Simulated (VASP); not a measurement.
Ge: relaxation of cell and atoms with PBE

The system is Ge.

```
Ge
1.0
     3.02649    0.00000    0.00000
    -1.51325    2.62102    0.00000
     0.00000    0.00000    2.50884
Ge
1
Cartesian
  0.0000 0.0000 1.2544
```

* Program: VASP 6.6.1
* Task: relaxation of cell and atoms
* Functional: PBE
* Potentials or basis: VASP PAW PBE potentials, release 64 (Ge_d)
* Cutoff: 600 eV
* k mesh: 6 × 6 × 6
* Occupations: gaussian, width 0.1 eV
* Spin: no spin polarisation
* Dipole correction: no
* Further INCAR settings: ALGO = Normal; EDIFF = 1e-06; IBRION = 2; EDIFFG = -0.04; NSW = 90; ISIF = 3

```
Relaxed volume                         : 19.71 Å³/atom
Relaxed cell                           : a = 2.850 Å, b = 2.850 Å, c = 2.802 Å, α = 90.00°, β = 90.00°, γ = 120.00°
Space group after relaxing (to 0.05 Å) : P6/mmm (No. 191)
Energy gained by relaxing              : 182.2 meV/atom
Ionic steps                            : 9
Pressure after relaxing                : 0.0 GPa
Band gap on the k mesh                 : zero (band 7 reaches 11.48 eV, above the bottom of band 8 at 3.01 eV)
```

Stress tensor (GPa, compression positive):
```
-0.18  0.00  0.00
 0.00 -0.18  0.00
 0.00  0.00  0.27
```

The path:
```csv
step,energy change (eV),largest force (eV/Å),pressure (GPa),volume (Å³)
1,0.0000,0.0000,-0.29,19.90
2,-0.1455,0.0000,-0.94,19.72
3,-0.1702,0.0000,-0.04,19.63
4,-0.1662,0.0000,1.94,19.41
5,-0.1818,0.0000,0.53,19.54
6,-0.1818,0.0000,0.63,19.53
7,-0.1821,0.0000,-0.21,19.77
8,-0.1822,0.0000,0.15,19.69
9,-0.1822,0.0000,-0.03,19.71
```

Final structure:
```
Ge
1.0
     2.85007    0.00000    0.00000
    -1.42504    2.46823    0.00000
     0.00000    0.00000    2.80175
Ge
1
Direct
  0.00000 0.00000 0.50000
```

Levels at points of the mesh, in eV from the Fermi level:
```csv
k point,band 3,band 4,band 5,band 6,band 7,band 8,band 9,band 10,band 11
"(0.00, 0.00, 0.00)",-25.18,-25.06,-25.06,-13.38,4.77,8.20,8.20,8.61,14.00
"(0.50, 0.00, 0.00)",-25.12,-25.08,-25.04,-8.29,-5.85,3.97,7.95,8.66,14.66
"(0.00, 0.00, 0.50)",-25.12,-25.11,-25.11,-10.18,-6.22,10.57,10.57,16.53,16.88
"(0.50, 0.00, 0.50)",-25.13,-25.04,-25.01,-4.78,-3.24,-2.05,2.94,6.38,11.64
```

Wall time 42 s on 1 thread of AMD EPYC 7R43 64-Core Processor (Zen 3), with other jobs on the host, peak memory 0.1 GiB.

Caveat: the k points lie up to 0.42 Å⁻¹ apart in the final cell.
